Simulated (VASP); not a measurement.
Here is a VASP 6.6.1 calculation.

Contents of INCAR:

```
SYSTEM = BaTiO3
PREC     = Accurate       ! precision mode
ENCUT    = 1340           ! plane-wave cutoff, eV
EDIFF    = 1E-6           ! SCF threshold, eV
ISMEAR   = 0              ! smearing method
SIGMA    = 0.02           ! smearing width, eV
LREAL    = .FALSE.        ! projectors in reciprocal space
LASPH    = .TRUE.         ! aspherical terms in the spheres
NELM     = 120            ! most SCF steps
ALGO     = Normal         ! electronic algorithm
ISIF     = 2              ! what is computed and relaxed
LWAVE    = .FALSE.        ! write WAVECAR
LCHARG   = .FALSE.        ! write CHGCAR
GGA      = PE             ! functional
NBANDS   = 28             ! bands
GGA_COMPAT= .FALSE.
```

Contents of KPOINTS:

```
regular mesh
0
G
  8 8 8
  0 0 0
```

File POSCAR:

```
BaTiO3
1.0
    3.7635931344      0.0000000000      0.0000000000
    0.0000000000      3.7635931344      0.0000000000
    0.0000000000      0.0000000000      3.7635931344
Ba Ti O
1 1 3
Direct
    0.5000000000      0.5000000000      0.5000000000
    0.0000000000      0.0000000000      0.0000000000
    0.5000000000      0.0000000000      0.0000000000
    0.0000000000      0.5000000000      0.0000000000
    0.0000000000      0.0000000000      0.5000000000
```

Potentials or basis: VASP PAW PBE potentials, release 64 (Ba_sv, Ti_sv, O_h).

Launch:

```bash
$ cat potpaw_PBE.64/Ba_sv/POTCAR potpaw_PBE.64/Ti_sv/POTCAR potpaw_PBE.64/O_h/POTCAR > POTCAR
$ mpirun -np 1 vasp_std > vasp.out
```

(1) Estimate the band gap on the k mesh.

(2) Predict the pressure.

Answers

(1) 1.99 eV.

(2) 53.3 GPa.

Caveat: the cell stands under pressure; spin-orbit coupling is left out, which moves the levels of the heavy elements.
